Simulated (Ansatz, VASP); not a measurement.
Two plane-wave programs on NiO2

```xyz
3
Lattice="2.8941 0.0000 0.0000 -1.4470 2.5063 0.0000 0.0000 0.0000 3.8332" Properties=species:S:1:pos:R:3 pbc="T T T"
Ni    0.0000    0.0000    1.9166
O     1.4470    0.8354    2.6635
O     0.0000    1.6709    1.1697
```

Alike in both runs: task single point; functional LDA; k mesh 12 × 12 × 6; occupations gaussian, width 0.05 eV; no spin polarisation.

|  | VASP | Ansatz |
| --- | --- | --- |
| version | VASP 6.6.1 | Ansatz 0.2.0 |
| potentials or method | VASP PAW LDA potentials, release 64 (Ni_sv_GW, O), cutoff 700 eV | scalar-relativistic, plane waves, PAW |
| valence electrons in the cell | 30 | 30 |

VASP gave:

```
gap on the k mesh at the Fermi level (eV)                     : 0.42
least direct gap on the mesh (eV)                             : 0.79
pressure (GPa)                                                : 6.2
traceless stress, the component that is largest in VASP (GPa) : 11.39
rms of the force components (eV/Å)                            : 0.997
```

Q: What did Ansatz give for the same quantities?

A: gap on the k mesh at the Fermi level (eV): 0.43; least direct gap on the mesh (eV): 0.80; pressure (GPa): 5.0; traceless stress, the component that is largest in VASP (GPa): 12.65; rms of the force components (eV/Å): 0.960.

LDA's correlation is that of Perdew and Zunger in VASP and of Perdew and Wang (1992) in Ansatz. Atom by atom the forces differ by 0.036 eV/Å (rms over components).
